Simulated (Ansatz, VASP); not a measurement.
## AgSn2SeI3: VASP beside Ansatz

```xyz
7
Lattice="6.0475 0.0000 0.0000 0.0000 6.0475 0.0000 0.0000 0.0000 8.7320" Properties=species:S:1:pos:R:3 pbc="T T T"
Ag    3.0238    3.0238    6.5091
Sn    3.0238    0.0000    6.5541
Sn    0.0000    3.0238    6.5541
Se    0.0000    0.0000    0.6684
I     3.0238    0.0000    0.7768
I     0.0000    3.0238    0.7768
I     3.0238    3.0238    1.0440
```

Alike in both runs: functional PBE; k mesh 2 × 2 × 2; occupations gaussian, width 0.15 eV; no spin polarisation.

Ansatz relaxed the structure, and its values are those at the end. VASP's run is a single point on that final structure, the one shown.

|  | VASP | Ansatz |
| --- | --- | --- |
| version | VASP 6.6.1 | Ansatz 0.2.0 |
| potentials or method | VASP PAW PBE potentials, release 64 (Ag, Sn_d, Se, I), cutoff 520 eV | scalar-relativistic, plane waves, PAW |
| valence electrons in the cell | 66 | 114 |

```csv
,VASP,Ansatz,Ansatz less VASP
gap on the k mesh at the Fermi level (eV),none,none,-
pressure (GPa),0.2,0.3,+0.02
rms of the force components (eV/Å),0.024,0.024,-0.0003
```

A gap of «none» marks a metal or a gap that the smearing closes. VASP's potentials hold 66 valence electrons a cell and Ansatz's 114, so a difference there can come from the potentials and not from the codes.

The k mesh is coarse, so the values compare programs but aren't converged. Neither program's run includes spin-orbit coupling.
